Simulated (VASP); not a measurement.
# BaTiO3: single point with PBE

BaTiO3:

```
CELL_PARAMETERS angstrom
4.06015 -0.01032 0.01032
-0.01032 4.06025 -0.01033
0.01032 -0.01033 4.06020
ATOMIC_POSITIONS crystal
Ba 0.99049 0.00950 0.99049
Ti 0.47666 0.52336 0.47665
O 0.50733 0.49267 0.01819
O 0.50733 0.98181 0.50733
O 0.01819 0.49266 0.50734
```

```json
{
 "Program": "VASP 6.6.1",
 "Task": "single point",
 "Functional": "PBE",
 "Potentials or basis": "VASP PAW PBE potentials, release 64 (Ba_sv, Ti_sv, O)",
 "Cutoff": "520 eV",
 "k mesh": "6 × 6 × 6",
 "Occupations": "gaussian, width 0.05 eV",
 "Spin": "no spin polarisation",
 "Dipole correction": "no",
 "Further INCAR settings": "ALGO = Normal; EDIFF = 1e-06; NBANDS = 28"
}
```

```json
{
 "Pressure": "1.6 GPa",
 "Largest force": "0.078 eV/Å",
 "Band gap on the k mesh": "2.59 eV (least direct gap 3.13 eV)"
}
```

Forces in eV/Å, atoms in the order of the input:
```
Ba   0.034 -0.034  0.034
Ti   0.045 -0.045  0.045
O   -0.008  0.009 -0.062
O   -0.009  0.061 -0.009
O   -0.062  0.009 -0.009
```

Levels at points of the mesh, in eV from the valence-band top:
```
           k point  band 18  band 19  band 20  band 21  band 22  band 23
(0.00, 0.00, 0.00)    -0.69    -0.54    -0.54     2.59     2.59     2.76
(0.50, 0.00, 0.00)    -1.52    -1.05    -0.88     2.74     3.72     3.87
(0.00, 0.50, 0.00)    -1.52    -1.05    -0.88     2.74     3.72     3.87
(0.00, 0.00, 0.50)    -1.52    -1.05    -0.88     2.74     3.72     3.87
(0.50, 0.50, 0.00)    -0.92    -0.84    -0.09     3.81     3.83     4.13
(0.50, 0.00, 0.50)    -0.92    -0.84    -0.09     3.81     3.83     4.13
(0.00, 0.50, 0.50)    -0.92    -0.84    -0.09     3.81     3.83     4.13
(0.50, 0.50, 0.50)    -0.04    -0.04     0.00     4.16     4.38     4.38
```

Wall time 4 min on 1 thread of AMD EPYC 7R13, with other jobs on the host, peak memory 0.3 GiB.

Caveat: spin-orbit coupling is left out, which moves the levels of the heavy elements. A k mesh can miss the band edges.
